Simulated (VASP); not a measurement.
Co:

```xyz
2
Lattice="2.4715 0.0000 0.0000 -1.2358 2.1404 0.0000 0.0000 0.0000 4.0271" Properties=species:S:1:pos:R:3 pbc="T T T"
Co    0.0000    1.4269    1.0068
Co    1.2358    0.7135    3.0203
```

Base run:

- Program: VASP 6.6.1
- Functional: r2SCAN
- Potentials or basis: VASP PAW PBE potentials, release 64 (Co)
- Cutoff: 520 eV
- k mesh: 15 × 15 × 8
- Occupations: fermi-dirac, width 0.05 eV
- Spin: collinear spin, ferromagnetic start
- Starting moments: [1.891, 1.891] μB

Its results: pressure -1.5 GPa; net moment 3.40 μB per cell; site moments Co +1.76 μB.

Problem. After a change of settings the same cell gave: pressure -6.3 GPa; net moment 3.00 μB per cell; site moments Co +1.57 μB. Which change was it?
A. k mesh from 15 × 15 × 8 to 2 × 2 × 1
B. k mesh from 15 × 15 × 8 to 4 × 4 × 2
C. occupations from fermi-dirac, width 0.05 eV to fermi-dirac, width 0.01 eV; further incar settings from ALGO = Normal; EDIFF = 1e-06; NBANDS = 20 to ALGO = Normal; EDIFF = 1e-07; NBANDS = 20
D. k mesh from 15 × 15 × 8 to 9 × 9 × 5

Solution. A.

Caveats: some runs use coarse meshes; the PAW data sets were made with another functional, which shifts forces and pressure a little.
